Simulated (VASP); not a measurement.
Set up this calculation in VASP 6.6.1, as the native input.

* Task: relaxation of cell and atoms
* Functional: PBE
* Potentials or basis: VASP PAW PBE potentials, release 64 (Hg, H)
* Cutoff: 600 eV
* k mesh: 6 × 6 × 4
* Occupations: gaussian, width 0.1 eV
* Spin: no spin polarisation
* Dipole correction: no
* Further INCAR settings: ALGO = Normal; EDIFF = 1e-06; IBRION = 2; EDIFFG = -0.04; NSW = 90; ISIF = 3

The structure of HgH3 lies in POSCAR:

```
HgH3
1.0
    3.5683061400      0.0000000000      0.0000000000
   -1.7841530700      3.0902437700      0.0000000000
    0.0000000000      0.0000000000      5.3848703800
Hg H
1 3
Direct
    0.0000000000      0.0000000000      0.0000000000
    0.3333333300      0.6666666700      0.0000000000
    0.6666666700      0.3333333300      0.0000000000
    0.0000000000      0.0000000000      0.5000000000
```

The cell was built from a structure type or drawn by symmetry, and may not be a known phase.

These files were run (other wordings do the same):

INCAR

```
SYSTEM = HgH3
PREC = Accurate ; ENCUT = 600
EDIFF = 1E-6 ; ISMEAR = 0
SIGMA = 0.1 ; LREAL = .False.
LASPH = .True. ; NELM = 100
ALGO = Normal ; ISIF = 3
LWAVE = .False. ; LCHARG = .False.
GGA = PE ; IBRION = 2
NSW = 90 ; EDIFFG = -0.04
```

KPOINTS

```
Automatic mesh
0
Gamma
  6 6 4
  0 0 0
```

Potentials or basis: VASP PAW PBE potentials, release 64 (Hg, H).

The run is started by

```console
$ cat potpaw_PBE.64/Hg/POTCAR potpaw_PBE.64/H/POTCAR > POTCAR
$ mpirun -np 1 vasp_std > vasp.out
```

It gave:

The relaxed volume is 11.15 Å³/atom, the relaxed cell is a = 3.725 Å, b = 3.725 Å, c = 3.711 Å, α = 90.00°, β = 90.00°, γ = 120.00° and the space group after relaxing (to 0.1 Å) is P6/mmm (No. 191). The energy gained by relaxing is 334.0 meV/atom. The ionic steps are 10. The pressure after relaxing is 0.0 GPa and the band gap on the k mesh is zero (an odd number of electrons rules out a gap without spin polarisation).

Caveat: the volume moved by over 15 % at a fixed basis, so the end points are rough; spin-orbit coupling is left out, which moves the levels of the heavy elements.

It took 2.4 min on 1 thread of Intel(R) Xeon(R) Platinum 8259CL CPU @ 2.50GHz (Skylake/Cascade Lake) (shared host), peak memory 0.22 GiB.
